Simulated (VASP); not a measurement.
## PbS: relaxation of cell and atoms with RPBE+D3(BJ)

PbS:

```
Pb S
1.0
     4.08970    0.00000    0.00000
    -2.04485    3.54178    0.00000
     0.00000    0.00000    3.78817
Pb S
1 1
Direct
  0.00000 0.00000 0.00000
  0.66667 0.33333 0.50000
```

```json
{
  "Program": "VASP 6.6.1",
  "Task": "relaxation of cell and atoms",
  "Functional": "RPBE",
  "Dispersion": "D3(BJ)",
  "Potentials or basis": "VASP PAW PBE potentials, release 64 (Pb_d, S)",
  "Cutoff": "600 eV",
  "k mesh": "8 × 8 × 7",
  "Occupations": "fermi-dirac, width 0.05 eV",
  "Spin": "no spin polarisation",
  "Dipole correction": "no",
  "Further INCAR settings": "ALGO = Normal; EDIFF = 1e-06; IBRION = 2; EDIFFG = -0.01; NSW = 60; ISIF = 3"
}
```

* Relaxed volume: 20.59 Å³/atom
* Relaxed cell: a = 3.554 Å, b = 3.554 Å, c = 3.764 Å, α = 90.00°, β = 90.00°, γ = 120.00°
* Space group after relaxing (to 0.1 Å): P-6m2 (No. 187)
* Energy gained by relaxing: 302.9 meV/atom
* Ionic steps: 11
* Pressure after relaxing: 0.0 GPa
* Band gap on the k mesh: zero (bands 10 and 11 overlap by 1.78 eV)
* Dispersion energy per atom: -2.248 eV

Stress tensor (GPa, compression positive):
```
 0.03  0.00  0.00
 0.00  0.03  0.00
 0.00  0.00 -0.05
```

The path:
```
step  energy change (eV)  largest force (eV/Å)  pressure (GPa)  volume (Å³)
   1              0.0000                0.0000          -11.74        54.87
   2             -0.4146                0.0000            7.76        40.40
   3             -0.4972                0.0000           -0.07        43.82
   4             -0.5456                0.0000           -0.12        43.05
   5             -0.5987                0.0000            0.60        40.47
   6             -0.6047                0.0000            0.18        41.32
   7             -0.6056                0.0000            0.22        41.10
   8             -0.6056                0.0000            0.27        41.04
   9             -0.6054                0.0000           -0.41        41.32
  10             -0.6057                0.0000            0.01        41.14
  11             -0.6057                0.0000            0.01        41.17
```

Final structure:
```yaml
crystal:
  lattice:
    - [3.55374, 0.00000, 0.00000]
    - [-1.77687, 3.07763, 0.00000]
    - [0.00000, 0.00000, 3.76432]
  atoms:
    - { symbol: Pb, position: [0.00000, 0.00000, 0.00000] }
    - { symbol: S, position: [0.66667, 0.33333, 0.50000] }
```

Levels at points of the mesh, in eV from the Fermi level:
```tsv
k point	band 8	band 9	band 10	band 11	band 12	band 13
(0.00, 0.00, 0.00)	-4.21	-1.53	-1.53	4.77	4.94	4.94
(0.50, 0.00, 0.00)	-3.09	-2.29	-1.93	1.38	3.35	4.92
```

It took 4 min on 1 thread of Intel(R) Xeon(R) Platinum 8488C (Sapphire Rapids) (shared host), peak memory 0.22 GiB.

Caveat: the volume moved by over 15 % at a fixed basis, so the end points are rough; the PAW data sets were made with another functional, which shifts forces and pressure a little; spin-orbit coupling is left out, which moves the levels of the heavy elements.
